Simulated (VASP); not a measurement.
# KCl (Fm-3m) in VASP: notebook, part 2 of 2

VASP 6.6.1. The steps go on from the part before.

### 3 Single point, PBE-based screened hybrid

POSCAR

```
KCl
1.0
    0.0000000000      3.1448483221      3.1448483221
    3.1448483221      0.0000000000      3.1448483221
    3.1448483221      3.1448483221      0.0000000000
K Cl
1 1
Direct
    0.0000000000      0.0000000000      0.0000000000
    0.5000000000      0.5000000000      0.5000000000
```

INCAR.step1

```
PREC     = Accurate       # precision mode
ENCUT    = 520            # plane-wave cutoff, eV
EDIFF    = 1E-5           # SCF threshold, eV
ISMEAR   = 0              # smearing method
SIGMA    = 0.01           # smearing width, eV
LREAL    = F              # projectors in reciprocal space
LASPH    = T              # aspherical terms in the spheres
NELM     = 80             # most SCF steps
ALGO     = Normal         # electronic algorithm
ISIF     = 2              # what is computed and relaxed
LWAVE    = T              # write WAVECAR
LCHARG   = F              # write CHGCAR
NBANDS   = 15             # bands
GGA      = PE             # functional
```

INCAR.step2

```
PREC     = Accurate       # precision mode
ENCUT    = 520            # plane-wave cutoff, eV
EDIFF    = 1E-6           # SCF threshold, eV
ISMEAR   = 0              # smearing method
SIGMA    = 0.01           # smearing width, eV
LREAL    = F              # projectors in reciprocal space
LASPH    = T              # aspherical terms in the spheres
NELM     = 80             # most SCF steps
ALGO     = Normal         # electronic algorithm
ISIF     = 2              # what is computed and relaxed
LWAVE    = F              # write WAVECAR
LCHARG   = F              # write CHGCAR
GGA      = PE             # functional
LHFCALC  = T              # exact exchange
AEXX     = 0.15           # exact-exchange fraction
HFSCREEN = 0.2078         # screening, 1/A
PRECFOCK = Normal       
NBANDS   = 15             # bands
ISTART   = 1
```

KPOINTS

```
Automatic mesh
0
Gamma
  4 4 4
```

Potentials or basis: VASP PAW PBE potentials, release 64 (K_sv, Cl).

Started as:

```sh
$ cat potpaw_PBE.64/K_sv/POTCAR potpaw_PBE.64/Cl/POTCAR > POTCAR
$ cp INCAR.step1 INCAR
$ mpirun -np 1 vasp_std > vasp.out
$ cp INCAR.step2 INCAR
$ mpirun -np 1 vasp_std > vasp.out
```

OUTCAR:

```text
PREC = Accurate
   ENCUT = 520
   EDIFF = 1E-6
   ISMEAR = 0
   LREAL = F
   LASPH = T
   NELM = 80
   ISIF = 2
   GGA = PE
   LHFCALC = T
   AEXX = 0.15
   HFSCREEN = 0.2078
   PRECFOCK = Normal
   ISTART = 1

 ion  position               nearest neighbor table
   1  0.000  0.000  0.000-   2 3.14   2 3.14   2 3.14   2 3.14   2 3.14   2 3.14
   2  0.500  0.500  0.500-   1 3.14   1 3.14   1 3.14   1 3.14   1 3.14   1 3.14

[... 324 lines left out ...]
     15      10.6232      0.00000

------------------------ aborting loop because EDIFF is reached ----------------------------------------

  FORCE on cell =-STRESS in cart. coord.  units (eV):
  Direction    XX          YY          ZZ          XY          YZ          ZX
  --------------------------------------------------------------------------------------
  -------------------------------------------------------------------------------------
  Total        0.2478938      0.2478938      0.2478938     -0.0000000     -0.0000000     -0.0000000
  in kB        6.3847965      6.3847965      6.3847965     -0.0000000     -0.0000000     -0.0000000
  external PRESSURE =       6.3847965 kB  Pullay stress =       0.0000000 kB

 VOLUME and BASIS-vectors are now :
 -----------------------------------------------------------------------------
  energy-cutoff  :      520.00
  volume of cell :       62.21
      direct lattice vectors                 reciprocal lattice vectors
     0.000000000  3.144848322  3.144848322    -0.158990180  0.158990180  0.158990180
     3.144848322  0.000000000  3.144848322     0.158990180 -0.158990180  0.158990180
     3.144848322  3.144848322  0.000000000     0.158990180  0.158990180 -0.158990180

 POSITION                                       TOTAL-FORCE (eV/Angst)
 -----------------------------------------------------------------------------------
      0.00000      0.00000      0.00000         0.000000      0.000000      0.000000
      3.14485      3.14485      3.14485        -0.000000     -0.000000     -0.000000
 -----------------------------------------------------------------------------------
    total drift:                               -0.000000     -0.000000      0.000000

  FREE ENERGIE OF THE ION-ELECTRON SYSTEM (eV)
  ---------------------------------------------------
  free  energy   TOTEN  =        -7.4353700852 eV

  energy  without entropy=       -7.4353700852  energy(sigma->0) =       -7.43537009
```

It took 6.6 min on 1 thread of Intel Xeon 6975P-C, shared host; peak memory 0.31 GiB.

What came out:

```yaml
Free_energy: -7.4354 eV
Pressure: 0.6 GPa
Band_gap_on_the_k_mesh: 5.97 eV, direct
```

Caveat: the k points lie up to 0.43 Å⁻¹ apart; the PAW data sets were made with another functional, which shifts forces and pressure a little.

### 4 Single point, PBE-based screened hybrid

POSCAR is that of step 3.

INCAR.step1

```
SYSTEM = KCl
PREC = Accurate
ENCUT = 520
EDIFF = 1E-5
ISMEAR = 0
SIGMA = 0.01
LREAL = .False.
LASPH = .True.
NELM = 100
ALGO = Normal
ISIF = 2
LWAVE = .True.
LCHARG = .False.
GGA = PE
NBANDS = 15
```

INCAR.step2

```
SYSTEM = KCl
PREC = Accurate
ENCUT = 520
EDIFF = 1E-6
ISMEAR = 0
SIGMA = 0.01
LREAL = .False.
LASPH = .True.
NELM = 100
ALGO = Normal
ISIF = 2
LWAVE = .False.
LCHARG = .False.
GGA = PE
LHFCALC = .True.
AEXX = 0.75
HFSCREEN = 0.1
PRECFOCK = Normal
ISTART = 1
NBANDS = 15
```

KPOINTS

```
regular mesh
0
Gamma
  4 4 4
  0 0 0
```

Started as:

```sh
$ cat potpaw_PBE.64/K_sv/POTCAR potpaw_PBE.64/Cl/POTCAR > POTCAR
$ cp INCAR.step1 INCAR
$ mpirun -np 1 vasp_std > vasp.out
$ cp INCAR.step2 INCAR
$ mpirun -np 1 vasp_std > vasp.out
```

It took 16 min on 1 thread of Oxide Virtual Turin-like, shared host; peak memory 0.28 GiB.

The run converged. Its results:

```yaml
Free_energy: -10.8602 eV
Pressure: -0.3 GPa
Band_gap_on_the_k_mesh: 10.32 eV, direct
```

Levels at points of the mesh, in eV from the valence-band top:
```tsv
k point	band 4	band 5	band 6	band 7	band 8	band 9	band 10	band 11	band 12	band 13
(0.00, 0.00, 0.00)	-12.74	-12.74	0.00	0.00	0.00	10.32	14.16	14.16	14.16	15.46
(0.50, 0.00, 0.00)	-12.74	-12.53	-1.20	-0.36	-0.36	12.70	14.24	17.05	17.05	17.08
(0.50, 0.50, 0.00)	-12.80	-12.80	-0.79	-0.28	-0.28	11.77	13.98	15.48	16.82	17.25
```

Caveat: the k points lie up to 0.43 Å⁻¹ apart; the PAW data sets were made with another functional, which shifts forces and pressure a little.

### 5 The runs side by side

| level | screening parameter | share of exact exchange | gap on the mesh (eV) | pressure (GPa) |
| --- | --- | --- | --- | --- |
| HSE06 | 0.2079 1/Å | - | 6.50 | 0.5 |
| PBE-based screened hybrid | 0.2078 1/Å | 0.15 | 5.97 | 0.6 |
| PBE-based screened hybrid | 0.1 1/Å | 0.75 | 10.32 | -0.3 |

Alike in all rows: task single point; potentials or basis VASP PAW PBE potentials, release 64 (K_sv, Cl); no spin polarisation; cell as given; k mesh 4 × 4 × 4; cutoff (eV) 520; smearing gaussian 0.01 eV.

Caveats: all runs use coarse meshes; the PAW data sets were made with another functional, which shifts forces and pressure a little.

Total energies depend on the potentials used, so only differences within one code and one set of settings carry meaning.
